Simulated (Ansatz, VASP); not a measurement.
**TiO in VASP and in Ansatz**

File POSCAR:

```
TiO
1.0
    4.9890877720      0.0000000000      0.0000000000
   -2.4945438860      4.3206767523      0.0000000000
    0.0000000000      0.0000000000      2.8733134400
Ti O
3 3
Direct
    0.6666666667      0.3333333333      0.5000000000
    0.3333333333      0.6666666667      0.5000000000
    0.0000000000      0.0000000000      0.0000000000
    0.6055592400      0.6055592400      0.0000000000
    0.3944407600      0.0000000000      0.0000000000
    0.0000000000      0.3944407600      0.0000000000
```

The input INCAR.step1:

```
SYSTEM = TiO
  PREC = Accurate
  ENCUT = 520
  ISMEAR = 1
  SIGMA = 0.3
  LREAL = .FALSE.
  LASPH = .TRUE.
  NELM = 80
  NBANDS = 36
  GGA = PE
  ALGO = Normal
  EDIFF = 1E-4
  LWAVE = .TRUE.
  LCHARG = .FALSE.
```

INCAR.step2

```
SYSTEM = TiO
  PREC = Accurate
  ENCUT = 520
  EDIFF = 1E-6
  ISMEAR = 1
  SIGMA = 0.3
  LREAL = .FALSE.
  LASPH = .TRUE.
  NELM = 80
  ALGO = Normal
  ISIF = 2
  LWAVE = .FALSE.
  LCHARG = .FALSE.
  METAGGA = R2SCAN
  LMIXTAU = .TRUE.
  NBANDS = 36
  ISTART = 1
```

File KPOINTS:

```
Automatic mesh
0
G
  12 12 12
  0 0 0
```

Input for Ansatz:

```yaml
crystal:
  lattice:
    - [4.989087772, 0.0, 0.0]
    - [-2.494543886, 4.3206767523, 0.0]
    - [0.0, 0.0, 2.87331344]
  atoms:
    - { symbol: Ti, position: [0.6666666667, 0.3333333333, 0.5] }
    - { symbol: Ti, position: [0.3333333333, 0.6666666667, 0.5] }
    - { symbol: Ti, position: [0.0, 0.0, 0.0] }
    - { symbol: O, position: [0.60555924, 0.60555924, 0.0] }
    - { symbol: O, position: [0.39444076, 0.0, 0.0] }
    - { symbol: O, position: [0.0, 0.39444076, 0.0] }
basis:
  ecutwfc: 500
kpoints:
  mp_grid: { grid: [12, 12, 12] }
hamiltonian:
  xc: r2scan
scf:
  occupations: { method: methfessel_paxton, width: 0.3 }
output:
  forces: true
  stress: true
  eigenvalues: true
```

Alike in both runs: task single point; functional r2SCAN; k mesh 12 × 12 × 12; occupations methfessel-paxton of order 1, width 0.3 eV; no spin polarisation.

|  | VASP | Ansatz |
| --- | --- | --- |
| version | VASP 6.6.1 | Ansatz 0.2.0 |
| potentials or method | VASP PAW PBE potentials, release 64 (Ti_sv, O), cutoff 520 eV | scalar-relativistic, plane waves, PAW |
| valence electrons in the cell | 54 | 54 |

Ansatz gave:

| Property | Result |
| --- | --- |
| gap on the k mesh at the Fermi level (eV) | none |
| pressure (GPa) | -1.6 |
| traceless stress, the component that is largest in VASP (GPa) | -0.14 |
| rms of the force components (eV/Å) | 0.012 |

Q: Estimate VASP's values.

A: gap on the k mesh at the Fermi level (eV): none; pressure (GPa): 0.1; traceless stress, the component that is largest in VASP (GPa): -0.11; rms of the force components (eV/Å): 0.001.

VASP's potentials were made for PBE, not for r2SCAN. Atom by atom the forces differ by 0.011 eV/Å (rms over components). A gap of «none» marks a metal or a gap that the smearing closes.
